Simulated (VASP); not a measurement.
# Au (P6_3/mmc) in VASP: notebook

Runs on Au. Level: LDA. Tasks: single point.

Program: VASP 6.6.1. These are calculated values, not measurements. Logs are shortened: lines on timing, memory, paths and dates and some standing lists are left out, and cuts for length are marked.

### 1 The cell of the first run

The structure is hexagonal, space group P6_3/mmc (No. 194). The conventional cell has a = 2.917 Å, b = 2.917 Å, c = 9.714 Å, α = 90.00°, β = 90.00°, γ = 120.00°. Within 3.8 Å of Au (site symmetry -3m) lie 12 Au at 2.92 to 2.96 Å. Au (site symmetry -6m2) has 12 Au at 2.92 to 2.96 Å within 3.8 Å.

This isn't the form of Au at room conditions, which is fcc.

### 2 Single point, LDA (17.90 Å³/atom)

File INCAR:

```
SYSTEM = Au
  PREC = Accurate
  ENCUT = 520
  EDIFF = 1E-6
  ISMEAR = -1
  SIGMA = 0.1
  LREAL = .False.
  LASPH = .True.
  NELM = 100
  ALGO = Normal
  ISIF = 2
  LWAVE = .False.
  LCHARG = .False.
  GGA = CA
  NBANDS = 30
```

File KPOINTS:

```
regular mesh
0
Gamma
  14 14 4
  0 0 0
```

File POSCAR:

```
Au
1.0
    2.9174869312      0.0000000000      0.0000000000
   -1.4587434656      2.5266177977      0.0000000000
    0.0000000000      0.0000000000      9.7142374080
Au
4
Direct
    0.0000000000      1.0000000000      0.0000000000
    0.0000000000      1.0000000000      0.5000000000
    0.3333333333      0.6666666667      0.2500000000
    0.6666666667      0.3333333333      0.7500000000
```

Potentials or basis: VASP PAW LDA potentials, release 64 (Au).

The run is started by

```
cat potpaw_LDA.64/Au/POTCAR > POTCAR
mpirun -np 1 vasp_std > vasp.out
```

OUTCAR:

```text
SYSTEM = Au
   PREC = Accurate
   ENCUT = 520
   EDIFF = 1E-6
   ISMEAR = -1
   LREAL = .False.
   LASPH = .True.
   NELM = 100
   ISIF = 2
   GGA = CA

 ion  position               nearest neighbor table
   1  0.000  0.000  0.000-   3 2.96   4 2.96   4 2.96   3 2.96   4 2.96   3 2.96
   2  0.000  0.000  0.500-   3 2.96   4 2.96   4 2.96   3 2.96   4 2.96   3 2.96
   3  0.333  0.667  0.250-   1 2.96   2 2.96   1 2.96   2 2.96   1 2.96   2 2.96
   4  0.667  0.333  0.750-   1 2.96   2 2.96   1 2.96   2 2.96   1 2.96   2 2.96

  LATTYP: Found a hexagonal cell.
 ALAT       =     2.9174869312
 C/A-ratio  =     3.3296592708

  Lattice vectors:

 A1 = (   2.9174869312,   0.0000000000,   0.0000000000)
 A2 = (  -1.4587434656,   2.5266177977,   0.0000000000)
 A3 = (   0.0000000000,   0.0000000000,   9.7142374080)

Analysis of symmetry for initial positions (statically):
=====================================================================
 Subroutine PRICEL returns:
 Original cell was already a primitive cell.

 Routine SETGRP: Setting up the symmetry group for a
 hexagonal supercell.

 Subroutine GETGRP returns: Found 24 space group operations
 (whereof 12 operations were pure point group operations)
 out of a pool of 24 trial point group operations.

The static configuration has the point symmetry D_3d.
 The point group associated with its full space group is D_6h.

Analysis of symmetry for dynamics (positions and initial velocities):
=====================================================================
 Subroutine PRICEL returns:
 Original cell was already a primitive cell.

 Routine SETGRP: Setting up the symmetry group for a
 hexagonal supercell.

 Subroutine GETGRP returns: Found 24 space group operations
 (whereof 12 operations were pure point group operations)
 out of a pool of 24 trial point group operations.

The dynamic configuration has the point symmetry D_3d.
 The point group associated with its full space group is D_6h.

 Subroutine INISYM returns: Found 24 space group operations
 (whereof 12 operations are pure point group operations),
 and found     1 'primitive' translations

----------------------------------------------------------------------------------------

                                     Primitive cell

  volume of cell :      71.6073

  direct lattice vectors                    reciprocal lattice vectors
     2.917486931  0.000000000  0.000000000     0.342760747  0.197893010  0.000000000
    -1.458743466  2.526617798  0.000000000     0.000000000  0.395786019  0.000000000
     0.000000000  0.000000000  9.714237408     0.000000000  0.000000000  0.102941688

  length of vectors
     2.917486931  2.917486931  9.714237408     0.395786019  0.395786019  0.102941688

  position of ions in fractional coordinates (direct lattice)
     0.000000000  0.000000000  0.000000000
     0.000000000  0.000000000  0.500000000
     0.333333333  0.666666667  0.250000000
     0.666666667  0.333333333  0.750000000

  ion indices of the primitive-cell ions
   primitive index   ion index
                 1           1
                 2           2
                 3           3
                 4           4

----------------------------------------------------------------------------------------

 KPOINTS: regular mesh

Automatic generation of k-mesh.
 Grid dimensions read from file:
 generate k-points for:   14   14    4

 Generating k-lattice:

  Cartesian coordinates                     Fractional coordinates (reciprocal lattice)
     0.024482911  0.014135215  0.000000000     0.071428571  0.000000000  0.000000000
     0.000000000  0.028270430  0.000000000     0.000000000  0.071428571  0.000000000
     0.000000000  0.000000000  0.025735422     0.000000000  0.000000000  0.250000000

  Length of vectors
     0.028270430  0.028270430  0.025735422

  Shift w.r.t. Gamma in fractional coordinates (k-lattice)
     0.000000000  0.000000000  0.000000000

 Subroutine IBZKPT returns following result:
 ===========================================

 Found     72 irreducible k-points:

 Following reciprocal coordinates:
            Coordinates               Weight
  0.000000  0.000000  0.000000      1.000000
  0.071429 -0.000000  0.000000      6.000000
  0.142857  0.000000  0.000000      6.000000
  0.214286  0.000000  0.000000      6.000000
  0.285714  0.000000  0.000000      6.000000
  0.357143  0.000000  0.000000      6.000000
[... 16 lines left out ...]
  0.285714  0.285714  0.000000      6.000000
  0.357143  0.285714  0.000000      6.000000
 [... further k-points ...]
   k-points           NKPTS =     72   k-points in BZ     NKDIM =     72   number of bands    NBANDS=     30
   number of dos      NEDOS =    301   number of ions     NIONS =      4
   total plane-waves  NPLWV =  41472
   dimension x,y,z NGX =    24 NGY =   24 NGZ =   72
   dimension x,y,z NGXF=    48 NGYF=   48 NGZF=  144
   ions per type =               4
   NGX,Y,Z   is equivalent  to a cutoff of  13.68, 13.68, 12.32 a.u.
   NGXF,Y,Z  is equivalent  to a cutoff of  27.35, 27.35, 24.64 a.u.
 SYSTEM =  Au
   PREC   = accura    normal or accurate (medium, high low for compatibility)
   ISTART =      0    job   : 0-new  1-cont  2-samecut
   ICHARG =      2    charge: 1-file 2-atom 10-const
   ISPIN  =      1    spin polarized calculation?
   LNONCOLLINEAR =      F non collinear calculations
   LSORBIT =      F    spin-orbit coupling
   LASPH  =      T    aspherical Exc in radial PAW
   ENCUT  =  520.0 eV  38.22 Ry    6.18 a.u.   5.42  5.42 18.06*2*pi/ulx,y,z
   NELM   =    100;   NELMIN=  2; NELMDL= -5     # of ELM steps
   EDIFF  = 0.1E-05   stopping-criterion for ELM
   LREAL  =      F    real-space projection
   EDIFFG = 0.1E-04   stopping-criterion for IOM
   NSW    =      0    number of steps for IOM
   IBRION =     -1    ionic relax: 0-MD 1-quasi-New 2-CG
   NFREE  =      0    steps in history (QN), initial steepest desc. (CG)
   ISIF   =      2    stress and relaxation
   ISYM   =      2    0-nonsym 1-usesym 2-fastsym
   POTIM  = 0.5000    time-step for ionic-motion
   TEBEG  =    0.0;   TEEND  =   0.0 temperature during run
   PSTRESS=    0.0 pullay stress
   NELECT =      44.0000    total number of electrons
   NUPDOWN=      -1.0000    fix difference up-down
   EMIN   =  10.00;   EMAX   =-10.00  energy-range for DOS
   EFERMI =   0.00;   METHOD = LEGACY
   ISMEAR =    -1;   SIGMA  =   0.10  broadening in eV -4-tet -1-fermi 0-gaus
   EFERMI_NEDOS =   21; number of points for ismear=-14 and -15
   IALGO  =     38    algorithm
   IMIX   =      4    mixing-type and parameters
     AMIX     =   0.40;   BMIX     =  1.00
     AMIX_MAG =   1.60;   BMIX_MAG =  1.00
  volume/ion in A,a.u.               =      17.90       120.81
  Fermi-wavevector in a.u.,A,eV,Ry     =   1.391789  2.630099 26.355519  1.937076
  Thomas-Fermi vector in A             =   2.515594
   LORBIT       =      0    0 simple, 1 ext, 2 COOP (PROOUT), +10 PAW based schemes
   GGA     = CA    functional components
   LHFCALC =     F    Hartree Fock is set to
   AEXX    =    0.0000 exact exchange contribution
   IVDW    =     0    specifies the selected vdW correction
   LEPSILON=     F    determine dielectric tensor
   LRPA    =     F    only Hartree local field effects (RPA)
 non-spin polarized calculation
  energy-cutoff  :      520.00
  volume of cell :       71.61
 maximum number of plane-waves:      1980
 NGX is ok and might be reduce to    24
   NGX = 11   NGY = 11   NGZ = 37

 number of electron      43.9999999 magnetization

 Free energy of the ion-electron system (eV)
  ---------------------------------------------------
  ext. energy  EPLUGINS =         0.00000000
  ---------------------------------------------------
  free energy    TOTEN  =       -17.58270357 eV

  energy without entropy =      -17.53673643  energy(sigma->0) =      -17.55972000

 E-fermi :   8.4169     XC(G=0): -12.6999

 val. band max:        8.3923275170   @ k =   0.2857   0.2143   0.5000
 cond. band min:       8.4846117513   @ k =   0.1429   0.1429   0.5000
 fundamental gap:      0.0922842344
 Fermi energy:         8.4168834676

 k-point     1 :       0.0000    0.0000    0.0000
  band No.  band energies     occupation
      1      -0.9329      2.00000
      2       0.7276      2.00000
      3       0.7368      2.00000
      4       1.4974      2.00000
      5       3.8732      2.00000
      6       3.8814      2.00000
[... 22 lines left out ...]
     29      22.8816      0.00000
     30      23.8948      0.00000

 k-point     2 :       0.0714   -0.0000    0.0000
  band No.  band energies     occupation
      1      -0.7788      2.00000
      2       0.8742      2.00000
      3       0.8832      2.00000
      4       1.6246      2.00000
      5       3.7108      2.00000
      6       3.7970      2.00000
[... 22 lines left out ...]
     29      23.0016      0.00000
     30      23.8162      0.00000

 k-point     3 :       0.1429    0.0000    0.0000
  band No.  band energies     occupation
      1      -0.3328      2.00000
      2       1.2766      2.00000
      3       1.2849      2.00000
      4       1.9665      2.00000
      5       3.4244      2.00000
      6       3.5956      2.00000
[... 22 lines left out ...]
     29      22.8486      0.00000
     30      22.8708      0.00000

 k-point     4 :       0.2143    0.0000    0.0000
  band No.  band energies     occupation
      1       0.3443      2.00000
      2       1.7677      2.00000
      3       1.7742      2.00000
      4       2.3550      2.00000
      5       3.1893      2.00000
      6       3.3543      2.00000
[... 22 lines left out ...]
     29      21.1157      0.00000
     30      21.1672      0.00000

 k-point     5 :       0.2857    0.0000    0.0000
  band No.  band energies     occupation
      1       1.0933      2.00000
      2       2.0040      2.00000
      3       2.0396      2.00000
      4       2.4560      2.00000
      5       3.0551      2.00000
      6       3.0932      2.00000
[... 22 lines left out ...]
     29      20.3467      0.00000
     30      20.7530      0.00000
[... 526 lines left out ...]
     29      15.6745      0.00000
     30      17.2003      0.00000

 k-point    22 :       0.3571    0.2143    0.0000
  band No.  band energies     occupation
      1       2.3309      2.00000
      2       2.3555      2.00000
      3       2.7687      2.00000
      4       3.0673      2.00000
      5       3.2351      2.00000
      6       3.2530      2.00000
[... 22 lines left out ...]
     29      16.5145      0.00000
     30      16.8526      0.00000

 k-point    23 :       0.2857    0.2857    0.0000
  band No.  band energies     occupation
      1       2.6152      2.00000
      2       2.6157      2.00000
      3       2.8260      2.00000
      4       2.9398      2.00000
      5       3.2670      2.00000
      6       3.2710      2.00000
[... 22 lines left out ...]
     29      15.3233      0.00000
     30      15.4337      0.00000

 k-point    24 :       0.3571    0.2857    0.0000
  band No.  band energies     occupation
      1       2.6597      2.00000
      2       2.7093      2.00000
      3       3.0123      2.00000
      4       3.0329      2.00000
      5       3.0757      2.00000
      6       3.1469      2.00000
[... 22 lines left out ...]
     29      14.8076      0.00000
     30      17.1215      0.00000

 [... further k-points ...]

------------------------ aborting loop because EDIFF is reached ----------------------------------------

  FORCE on cell =-STRESS in cart. coord.  units (eV):
  Direction    XX          YY          ZZ          XY          YZ          ZX
  --------------------------------------------------------------------------------------
  -------------------------------------------------------------------------------------
  Total       -5.0863762     -5.0863762     -5.1535527      0.0000000      0.0000000      0.0000000
  in kB     -113.8051397   -113.8051397   -115.3081801      0.0000000      0.0000000      0.0000000
  external PRESSURE =    -114.3061532 kB  Pullay stress =       0.0000000 kB

 VOLUME and BASIS-vectors are now :
 -----------------------------------------------------------------------------
  energy-cutoff  :      520.00
  volume of cell :       71.61
      direct lattice vectors                 reciprocal lattice vectors
     2.917486931  0.000000000  0.000000000     0.342760747  0.197893010  0.000000000
    -1.458743466  2.526617798  0.000000000     0.000000000  0.395786019  0.000000000
     0.000000000  0.000000000  9.714237408     0.000000000  0.000000000  0.102941688

 POSITION                                       TOTAL-FORCE (eV/Angst)
 -----------------------------------------------------------------------------------
      0.00000      0.00000      0.00000         0.000000      0.000000      0.000000
      0.00000      0.00000      4.85712         0.000000      0.000000      0.000000
     -0.00000      1.68441      2.42856        -0.000000      0.000000      0.000000
      1.45874      0.84221      7.28568         0.000000     -0.000000      0.000000
 -----------------------------------------------------------------------------------
    total drift:                               -0.000000      0.000000      0.000000

  FREE ENERGIE OF THE ION-ELECTRON SYSTEM (eV)
  ---------------------------------------------------
  free  energy   TOTEN  =       -17.5827035679 eV

  energy  without entropy=      -17.5367364318  energy(sigma->0) =      -17.55972000
```

It took 65 s on 1 thread of Intel Xeon Platinum 8559C (Emerald Rapids), shared host; peak memory 0.24 GiB.

What came out:

- Free energy: -17.5827 eV
- Pressure: -11.4 GPa
- Band gap on the k mesh: zero (bands 22 and 23 overlap by 4.65 eV)

Stress tensor (GPa, compression positive):
```
-11.38   0.00   0.00
  0.00 -11.38   0.00
  0.00   0.00 -11.53
```

Caveat: the cell stands under tension; spin-orbit coupling is left out, which moves the levels of the heavy elements.

### 3 Single point, LDA (18.56 Å³/atom)

This run uses another cell than the first one, of 18.56 Å³/atom.

File INCAR:

```
SYSTEM = Au
PREC = Accurate
ENCUT = 520
EDIFF = 1E-6
ISMEAR = -1
SIGMA = 0.1
LREAL = .FALSE.
LASPH = .TRUE.
NELM = 80
ALGO = Normal
ISIF = 2
LWAVE = .FALSE.
LCHARG = .TRUE.
GGA = CA
LELF = .TRUE.
LVHAR = .TRUE.
NBANDS = 30
```

File KPOINTS:

```
Automatic mesh
0
G
  14 14 4
  0 0 0
```

File POSCAR:

```
Au
1.0
    2.9530695470      0.0000000000      0.0000000000
   -1.4765347735      2.5574332468      0.0000000000
    0.0000000000      0.0000000000      9.8327153944
Au
4
Direct
    0.0000000000      1.0000000000      0.0000000000
    0.0000000000      1.0000000000      0.5000000000
    0.3333333333      0.6666666667      0.2500000000
    0.6666666667      0.3333333333      0.7500000000
```

Potentials or basis: VASP PAW LDA potentials, release 64 (Au).

The run is started by

```
cat potpaw_LDA.64/Au/POTCAR > POTCAR
mpirun -np 1 vasp_std > vasp.out
```

It took 78 s on 1 thread of Intel Xeon Platinum 8559C (Emerald Rapids), shared host; peak memory 0.25 GiB.

It converged, with:

- Free energy: -17.3615 eV
- Pressure: -15.3 GPa
- Band gap on the k mesh: zero (bands 22 and 23 overlap by 4.50 eV)

Levels at points of the mesh, in eV from the Fermi level:
```
           k point  band 20  band 21  band 22  band 23  band 24  band 25
(0.00, 0.00, 0.00)    -2.45    -2.45    -1.95    -1.95    -0.68     2.42
(0.50, 0.00, 0.00)    -1.64    -0.22     0.54     1.05     1.33     3.26
(0.00, 0.00, 0.50)    -2.82    -2.15    -2.15    -2.15    -2.15     5.54
(0.50, 0.00, 0.50)    -1.65     0.38     0.38     1.23     1.23     3.88
```

Caveat: the cell stands under tension; spin-orbit coupling is left out, which moves the levels of the heavy elements.

The gap in the log of VASP goes by the Fermi energy; the results here count the filled bands.